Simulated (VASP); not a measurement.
# YZr7O16 (a cell with a defect) in VASP: single point with RPBE

Aim: the single point of YZr7O16 (a cell with a defect) with RPBE.

Everything below comes from runs of VASP 6.6.1. Logs are shortened: lines on timing, memory, paths and dates and some standing lists are left out, and cuts for length are marked.

## Step 1: The cell of the first run

The cell holds a defect, 24 atoms: a = 7.235 Å, b = 7.235 Å, c = 7.235 Å, α = 60.00°, β = 60.00°, γ = 60.00°.

## Step 2: Single point, RPBE, collinear spin

INCAR

```
PREC     = Accurate       # precision mode
ENCUT    = 520            # plane-wave cutoff, eV
EDIFF    = 1E-6           # SCF threshold, eV
ISMEAR   = 0              # smearing method
SIGMA    = 0.01           # smearing width, eV
LREAL    = F              # projectors in reciprocal space
LASPH    = T              # aspherical terms in the spheres
NELM     = 200            # most SCF steps
ALGO     = Normal         # electronic algorithm
ISIF     = 2              # what is computed and relaxed
LWAVE    = F              # write WAVECAR
LCHARG   = F              # write CHGCAR
ISPIN    = 2              # spin polarisation
MAGMOM   = 0.111 0 0 0 0 0 0 0 0.111 0 0 0 0.111 0.111 0.111 0 0 0.111 0.111 0.111 0 0 0 0.111 # initial moments
LORBIT   = 11             # projections on sites
LMAXMIX  = 4              # l up to which the mixer works
GGA      = RP             # functional
NBANDS   = 118            # bands
GGA_COMPAT= F
```

KPOINTS

```
regular mesh
0
Gamma
  2 2 2
```

POSCAR

```
YZr7O16
1.0
   -5.1158283576     -5.1158283576      0.0000000000
   -5.1158283576      0.0000000000     -5.1158283576
    0.0000000000     -5.1158283576     -5.1158283576
Y Zr O
1 7 16
Direct
    0.4999420557      0.4974386204      0.0014482628
    1.0017536966      0.4955479198      0.0002733188
    0.4985561428      0.9987862297     -0.0001449536
    0.9977688834      0.9948651787      0.0040591163
    0.5027312071      0.4993644373      0.4992518236
    1.0015783822      0.4957632471      0.5030970475
    0.4986723518      0.9987927641      0.5031826823
    1.0000330414      0.9973141850      0.5015750588
    0.3881920772      0.3844607808      0.3837936665
    0.8454109425      0.3571385056      0.3977696045
    0.3596534467      0.8421551088      0.3999807458
    0.8963563129      0.8959886749      0.3467724663
    0.3865779501      0.3858322232      0.8441252506
    0.8823114931      0.3397418900      0.8897459740
    0.3426750871      0.8797139554      0.8880901287
    0.8982897031      0.8944579125      0.8612004670
    0.1459986266      0.1420071554      0.1278733285
    0.5972977277      0.1022459610      0.1499977495
    0.1047945766      0.5952586468      0.1506475197
    0.6485235891      0.6465768071      0.0988723097
    0.1451073451      0.1432885161      0.5838550802
    0.6263496789      0.0805240958      0.6472949441
    0.0822392062      0.6240095670      0.6466686712
    0.6491820762      0.6455954847      0.6062403607
```

Potentials or basis: VASP PAW PBE potentials, release 64 (Y_sv, Zr_sv, O).

Launch:

```console
$ cat potpaw_PBE.64/Y_sv/POTCAR potpaw_PBE.64/Zr_sv/POTCAR potpaw_PBE.64/O/POTCAR > POTCAR
$ mpirun -np 1 vasp_std > vasp.out
```

OUTCAR:

```text
PREC = Accurate
   ENCUT = 520
   EDIFF = 1E-6
   ISMEAR = 0
   LREAL = F
   LASPH = T
   NELM = 200
   ISIF = 2
   ISPIN = 2
   LORBIT = 11
   GGA = RP

 ion  position               nearest neighbor table
   1  0.500  0.497  0.001-  15 2.27  13 2.27   9 2.27  14 2.27  19 2.34  20 2.34  24 2.34  18 2.34
                             2 3.62   4 3.62   7 3.62   5 3.62   3 3.62   6 3.62   6 3.62   3 3.62
   2  0.002  0.496  0.000-  19 2.10  20 2.10  17 2.10  23 2.10  13 2.28  14 2.29  10 2.36  16 2.36
                             3 3.59   6 3.60   5 3.61   4 3.61   1 3.62   8 3.62   8 3.62   1 3.62
   3  0.499  0.999  1.000-  20 2.09  18 2.09  22 2.10  17 2.10  15 2.29  13 2.29  16 2.37  11 2.37
                             7 3.59   2 3.59   4 3.61   5 3.61   1 3.62   8 3.62   8 3.62   1 3.62
   4  0.998  0.995  0.004-  12 2.03  16 2.03  14 2.04  15 2.04  19 2.37  18 2.37  17 2.48  21 2.48
                             6 3.61   7 3.61   2 3.61   3 3.61   1 3.62   8 3.62   8 3.62   1 3.62
   5  0.503  0.499  0.499-  10 2.03  11 2.03  13 2.04   9 2.04  24 2.37  20 2.37  22 2.48  23 2.49
                             6 3.61   2 3.61   7 3.61   3 3.61   8 3.62   1 3.62   1 3.62   8 3.62
   6  0.002  0.496  0.503-  24 2.09  19 2.09  21 2.10  23 2.10   9 2.29  14 2.29  10 2.37  12 2.37
                             7 3.60   2 3.60   5 3.61   4 3.61   8 3.62   1 3.62   1 3.62   8 3.62
   7  0.499  0.999  0.503-  24 2.10  18 2.10  22 2.10  21 2.10  15 2.28   9 2.28  12 2.36  11 2.36
                             3 3.59   6 3.60   4 3.61   5 3.61   1 3.62   8 3.62   8 3.62   1 3.62
   8  0.000  0.997  0.502-  16 2.14  11 2.14  10 2.14  12 2.14  23 2.22  21 2.22  22 2.22  17 2.22
                             5 3.62   2 3.62   7 3.62   3 3.62   4 3.62   6 3.62   6 3.62   3 3.62
   9  0.388  0.384  0.384-   5 2.04   1 2.27   7 2.28   6 2.29
  10  0.845  0.357  0.398-   5 2.03   8 2.14   2 2.36   6 2.37
  11  0.360  0.842  0.400-   5 2.03   8 2.14   7 2.36   3 2.37
  12  0.896  0.896  0.347-   4 2.03   8 2.14   7 2.36   6 2.37
  13  0.387  0.386  0.844-   5 2.04   1 2.27   2 2.28   3 2.29
  14  0.882  0.340  0.890-   4 2.04   1 2.27   2 2.29   6 2.29
[... 8 lines left out ...]
  23  0.082  0.624  0.647-   6 2.10   2 2.10   8 2.22   5 2.49
  24  0.649  0.646  0.606-   6 2.09   7 2.10   1 2.34   5 2.37

  LATTYP: Found a face centered cubic cell.
 ALAT       =    10.2316567152

  Lattice vectors:

 A1 = (  -5.1158283576,  -5.1158283576,   0.0000000000)
 A2 = (  -5.1158283576,   0.0000000000,  -5.1158283576)
 A3 = (   0.0000000000,  -5.1158283576,  -5.1158283576)

Analysis of symmetry for initial positions (statically):
=====================================================================
 Subroutine PRICEL returns:
 Original cell was already a primitive cell.

 Routine SETGRP: Setting up the symmetry group for a
 face centered cubic supercell.

 Subroutine GETGRP returns: Found  1 space group operations
 (whereof  1 operations were pure point group operations)
 out of a pool of 48 trial point group operations.

[... 213 lines left out ...]
 k-point     1 :       0.0000    0.0000    0.0000
  band No.  band energies     occupation
      1     -41.3085      1.00000
      2     -41.2953      1.00000
      3     -41.2806      1.00000
      4     -41.2707      1.00000
      5     -41.1526      1.00000
      6     -41.0114      1.00000
[... 869 lines left out ...]
    106      11.4954      0.00000
    107      11.5734      0.00000
 Fermi energy:         6.1926014216

 spin component 2

 k-point     1 :       0.0000    0.0000    0.0000
  band No.  band energies     occupation
      1     -41.3131      1.00000
      2     -41.3000      1.00000
      3     -41.2853      1.00000
      4     -41.2755      1.00000
      5     -41.1565      1.00000
      6     -41.0161      1.00000
[... 869 lines left out ...]
    106      11.5082      0.00000
    107      11.5755      0.00000
 [bands above 107 left out]

------------------------ aborting loop because EDIFF is reached ----------------------------------------

  FORCE on cell =-STRESS in cart. coord.  units (eV):
  Direction    XX          YY          ZZ          XY          YZ          ZX
  --------------------------------------------------------------------------------------
  -------------------------------------------------------------------------------------
  Total       24.8084476     23.7071301     23.5078032      0.0017552     -0.0016131      0.0044582
  in kB      148.4336208    141.8442301    140.6516196      0.0105019     -0.0096514      0.0266745
  external PRESSURE =     143.6431568 kB  Pullay stress =       0.0000000 kB

 VOLUME and BASIS-vectors are now :
 -----------------------------------------------------------------------------
  energy-cutoff  :      520.00
  volume of cell :      267.78
      direct lattice vectors                 reciprocal lattice vectors
    -5.115828358 -5.115828358  0.000000000    -0.097735883 -0.097735883  0.097735883
    -5.115828358  0.000000000 -5.115828358    -0.097735883  0.097735883 -0.097735883
     0.000000000 -5.115828358 -5.115828358     0.097735883 -0.097735883 -0.097735883

 POSITION                                       TOTAL-FORCE (eV/Angst)
 -----------------------------------------------------------------------------------
     -5.10243     -2.56503     -2.55222         0.001884      0.001592     -0.001780
     -2.54411     -0.01037     -2.53654         0.001079     -0.004017     -0.002912
     -7.66015     -7.66561    -10.22471        -0.002182      0.012728     -0.002374
    -10.19397     -5.12518     -5.11033        -0.011653     -0.004120     -0.004913
     -5.12655     -5.12597     -5.10875         0.012612     -0.002154      0.008154
     -2.54431     -2.58183     -5.11000        -0.003585      0.001973      0.005277
[... 16 lines left out ...]
     -3.61305     -3.72897     -6.50057        -0.011854     -0.007047      0.011479
     -6.62386     -6.42253     -6.40418         0.024978     -0.011603     -0.007956
 -----------------------------------------------------------------------------------
    total drift:                               -0.001028     -0.000106      0.000046

  FREE ENERGIE OF THE ION-ELECTRON SYSTEM (eV)
  ---------------------------------------------------
  free  energy   TOTEN  =      -213.9547770403 eV

  energy  without entropy=     -213.9539979191  energy(sigma->0) =     -213.95438748

 total charge

# of ion       s       p       d       f       tot
--------------------------------------------------
    1        2.176   6.530   1.036   0.183   9.926
    2        2.174   6.057   1.362   0.000   9.593
    3        2.175   6.057   1.369   0.000   9.601
    4        2.190   6.063   1.464   0.000   9.716
    5        2.190   6.063   1.464   0.000   9.716
    6        2.175   6.057   1.368   0.000   9.600
[... 16 lines left out ...]
   23        1.574   3.536   0.000   0.000   5.110
   24        1.572   3.538   0.000   0.000   5.110
--------------------------------------------------
tot         42.605 105.541  10.777   0.183 159.106

 magnetization (x)

# of ion       s       p       d       f       tot
--------------------------------------------------
    1       -0.001   0.005  -0.002   0.002   0.003
    2       -0.001   0.001  -0.009   0.000  -0.009
    3       -0.001   0.001  -0.009   0.000  -0.009
    4       -0.000   0.000  -0.008   0.000  -0.008
    5       -0.000   0.000  -0.008   0.000  -0.008
    6       -0.001   0.001  -0.009   0.000  -0.009
[... 16 lines left out ...]
   23        0.001   0.063   0.000   0.000   0.064
   24        0.001   0.051   0.000   0.000   0.052
--------------------------------------------------
tot          0.008   0.919  -0.062   0.002   0.867
```

stdout:

```text
POSCAR found type information on POSCAR Y ZrO
 POSCAR found :  3 types and      24 ions
 scaLAPACK will be used
 -----------------------------------------------------------------------------
|                                                                             |
|                                                                             |
|     You have a (more or less) 'large supercell' and for larger cells it     |
|     might be more efficient to use real-space projection operators.         |
|     Therefore, try LREAL= Auto in the INCAR file.                           |
|     Mind: For very accurate calculation, you might also keep the            |
|     reciprocal projection scheme (i.e. LREAL=.FALSE.).                      |
|                                                                             |
 -----------------------------------------------------------------------------

 -----------------------------------------------------------------------------
|                                                                             |
|                                                                             |
|     You enforced a specific xc type in the INCAR file but a different       |
|     I HOPE YOU KNOW WHAT YOU ARE DOING!                                     |
|                                                                             |
 -----------------------------------------------------------------------------

 LDA part: xc-table for (Slater+PW92), standard interpolation
 POSCAR, INCAR and KPOINTS ok, starting setup
 FFT: planning ... GRIDC
 FFT: planning ... GRID_SOFT
 FFT: planning ... GRID
 WAVECAR not read
 entering main loop
```

Run time: 15 min. Hardware: 1 thread of AMD EPYC 7R13 (Zen 3), shared host; peak memory 0.73 GiB.

Results:

```
Free energy                                           : -213.9548 eV
Pressure                                              : 14.4 GPa
Largest force                                         : 0.034 eV/Å
Band gap on the k mesh                                : zero (filled and empty bands overlap)
Net moment                                            : 1.00 μB per cell
Site moments                                          : Y +0.00; Zr -0.01; O +0.06, +0.05 (each value once) μB
Valence electrons inside the program's atomic spheres : Y 9.93; Zr 9.59, 9.60, 9.72 (each value once); O 5.11
```

Forces on the atoms (eV/Å):
```
Y    0.002  0.002 -0.002
Zr   0.001 -0.004 -0.003
Zr  -0.002  0.013 -0.002
Zr  -0.012 -0.004 -0.005
Zr   0.013 -0.002  0.008
Zr  -0.004  0.002  0.005
Zr   0.000 -0.003  0.002
Zr  -0.003  0.007  0.003
O   -0.001  0.028  0.016
O   -0.016 -0.008 -0.003
O   -0.017  0.010 -0.006
O    0.016 -0.008  0.000
O   -0.003 -0.025 -0.017
O    0.002  0.029 -0.018
O    0.003 -0.025  0.017
O    0.016  0.008  0.006
O    0.011  0.005  0.001
O   -0.023  0.005 -0.007
O   -0.026 -0.009  0.008
O    0.025  0.006  0.007
O    0.013 -0.006 -0.010
O   -0.009 -0.001 -0.002
O   -0.012 -0.007  0.011
O    0.025 -0.012 -0.008
```

Levels at points of the mesh, in eV from the Fermi level:
Spin up:
```
           k point  band 92  band 93  band 94  band 95  band 96  band 97  band 98  band 99  band 100  band 101
(0.00, 0.00, 0.00)    -0.37    -0.23    -0.22    -0.21    -0.14     4.20     4.57     4.58      4.63      4.89
(0.50, 0.00, 0.00)    -0.62    -0.57    -0.52    -0.47    -0.33     4.68     4.72     4.82      4.89      4.90
(0.00, 0.50, 0.00)    -0.63    -0.57    -0.52    -0.47    -0.33     4.68     4.72     4.83      4.89      4.90
(0.00, 0.00, 0.50)    -0.62    -0.57    -0.52    -0.47    -0.33     4.68     4.72     4.82      4.89      4.90
(0.50, 0.50, 0.50)    -0.63    -0.57    -0.52    -0.47    -0.33     4.68     4.72     4.83      4.89      4.90
(0.50, 0.50, 0.00)    -0.20    -0.17    -0.12    -0.11    -0.10     4.35     4.36     4.60      4.89      4.90
(0.00, 0.50, 0.50)    -0.30    -0.18    -0.13    -0.10    -0.06     4.53     4.86     4.89      4.94      4.95
(0.50, 0.00, 0.50)    -0.31    -0.19    -0.13    -0.10    -0.06     4.54     4.86     4.88      4.91      4.95
```
Spin down:
| k point | band 93 | band 94 | band 95 | band 96 | band 97 | band 98 |
| --- | --- | --- | --- | --- | --- | --- |
| (0.00, 0.00, 0.00) | -0.16 | -0.12 | -0.12 | 0.04 | 4.19 | 4.56 |
| (0.50, 0.00, 0.00) | -0.42 | -0.40 | -0.35 | -0.19 | 4.68 | 4.73 |
| (0.00, 0.50, 0.00) | -0.42 | -0.40 | -0.35 | -0.18 | 4.68 | 4.73 |
| (0.00, 0.00, 0.50) | -0.42 | -0.40 | -0.35 | -0.19 | 4.68 | 4.73 |
| (0.50, 0.50, 0.50) | -0.42 | -0.40 | -0.35 | -0.18 | 4.68 | 4.73 |
| (0.50, 0.50, 0.00) | -0.04 | -0.01 | 0.02 | 0.02 | 4.34 | 4.35 |
| (0.00, 0.50, 0.50) | -0.06 | 0.00 | 0.07 | 0.09 | 4.53 | 4.86 |
| (0.50, 0.00, 0.50) | -0.06 | 0.00 | 0.07 | 0.09 | 4.53 | 4.85 |

Caveat: the k points lie up to 0.53 Å⁻¹ apart; the PAW data sets were made with another functional, which shifts forces and pressure a little.
